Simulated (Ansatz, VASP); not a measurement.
**CoO: VASP and Ansatz over several settings**

```
Co O
1.0
     0.00000    2.13150    2.13150
     2.13150    0.00000    2.13150
     2.13150    2.13150    0.00000
Co O
1 1
Cartesian
  0.0000 0.0000 0.0000
  2.1315 2.1315 2.1315
```

Single points on this cell with VASP 6.6.1 and Ansatz 0.2.0. Each row is one pair of runs. Alike in all rows: Ansatz's potentials, cutoff: Ansatz PAW, 420 eV.

```tsv
level	spin	k mesh	smearing	VASP's potentials, cutoff	gap on the k mesh at the Fermi level (eV), VASP	gap on the k mesh at the Fermi level (eV), Ansatz	pressure (GPa), VASP	pressure (GPa), Ansatz	net moment per atom (μB), VASP	net moment per atom (μB), Ansatz
PBE	collinear, typed start	11 × 11 × 11	fermi-dirac, width 0.05 eV	VASP PAW PBE potentials, release 64 (Co, O), 520 eV	none	none	-2.4	-1.9	1.45	1.46
PBE	collinear, typed start	11 × 11 × 11	gaussian, width 0.029 eV	VASP PAW PBE potentials, release 64 (Co, O), 520 eV	none	none	-2.4	-1.6	1.46	1.49
PBE	collinear, typed start	11 × 11 × 11	gaussian, width 0.03 eV	VASP PAW PBE potentials, release 64 (Co, O), 520 eV	?	none	?	-1.6	?	1.49
PBE	collinear, zero start	9 × 9 × 9	fermi-dirac, width 0.05 eV	VASP PAW PBE potentials, release 64 (Co, O), 520 eV	-	-	-20.0	-19.6	0.00	0.00
PBE	collinear, typed start	9 × 9 × 9	fermi-dirac, width 0.05 eV	VASP PAW PBE potentials, release 64 (Co, O), 520 eV	-	-	-18.4	-18.2	0.25	0.25
PBE	off	11 × 11 × 11	fermi-dirac, width 0.05 eV	VASP PAW PBE potentials, release 64 (Co, O), 520 eV	none	none	-19.6	-19.5	-	-
PBEsol+D4	collinear, typed start	11 × 11 × 11	fermi-dirac, width 0.05 eV	VASP PAW PBE potentials, release 64 (Co_sv, O), 600 eV	none	none	-15.2	-12.6	1.48	1.48
revPBE	collinear, typed start	11 × 11 × 11	fermi-dirac, width 0.05 eV	VASP PAW PBE potentials, release 64 (Co_sv, O), 600 eV	none	none	0.0	2.6	1.47	1.47
```

Question: Fill in what VASP gave in row 3.

Answer: gap on the k mesh at the Fermi level (eV): none; pressure (GPa): -2.6; net moment per atom (μB): 1.46.

VASP's potentials hold 15 valence electrons a cell and Ansatz's 23 in some rows, so a difference there can come from the potentials and not from the codes.

A gap of «none» marks a metal or a gap that the smearing closes.
